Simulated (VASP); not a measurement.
WS2: single point with LDA

WS2:

```
W S
1.0
     3.07000    0.00000    0.00000
    -1.53500    2.65870    0.00000
     0.00000    0.00000   11.93208
W S
2 4
Direct
  0.33333 0.66667 0.25000
  0.66667 0.33333 0.75000
  0.33333 0.66667 0.63515
  0.66667 0.33333 0.13515
  0.33333 0.66667 0.86485
  0.66667 0.33333 0.36485
```

```json
{
 "Program": "VASP 6.6.1",
 "Task": "single point",
 "Functional": "LDA",
 "Potentials or basis": "VASP PAW LDA potentials, release 64 (W_sv, S)",
 "Cutoff": "520 eV",
 "k mesh": "12 × 12 × 4",
 "Occupations": "gaussian, width 0.05 eV",
 "Spin": "no spin polarisation",
 "Dipole correction": "no",
 "Further INCAR settings": "ALGO = Normal; EDIFF = 1e-07; NBANDS = 35"
}
```

```
Pressure               : 38.6 GPa
Largest force          : 5.962 eV/Å
Band gap on the k mesh : zero (band 26 reaches 9.11 eV, above the bottom of band 27 at 8.92 eV)
```

Forces in eV/Å, atoms in the order of the input:
```
W    0.000  0.000  0.000
W    0.000  0.000  0.000
S    0.000  0.000 -5.962
S    0.000  0.000 -5.962
S    0.000  0.000  5.962
S    0.000  0.000  5.962
```

Stress tensor (GPa, compression positive):
```
31.55  0.00  0.00
 0.00 31.55  0.00
 0.00  0.00 52.83
```

Levels at points of the mesh, in eV from the Fermi level:
```
           k point  band 24  band 25  band 26  band 27  band 28  band 29
(0.00, 0.00, 0.00)    -1.70    -1.28     0.22     1.97     1.97     1.99
(0.50, 0.00, 0.00)    -2.83    -2.35    -2.15     1.72     1.77     2.40
(0.00, 0.00, 0.50)    -3.08    -0.22    -0.22     1.98     1.98     1.98
(0.50, 0.00, 0.50)    -2.89    -2.23    -2.23     1.74     1.74     2.43
```

Wall time 2.1 min on 1 thread of Intel(R) Xeon(R) Platinum 8488C (Sapphire Rapids), on a shared host, peak memory 0.28 GiB.

Caveat: spin-orbit coupling is left out, which moves the levels of the heavy elements; forces of over 1 eV/Å act on the atoms, so gaps and moduli don't describe the material at rest.
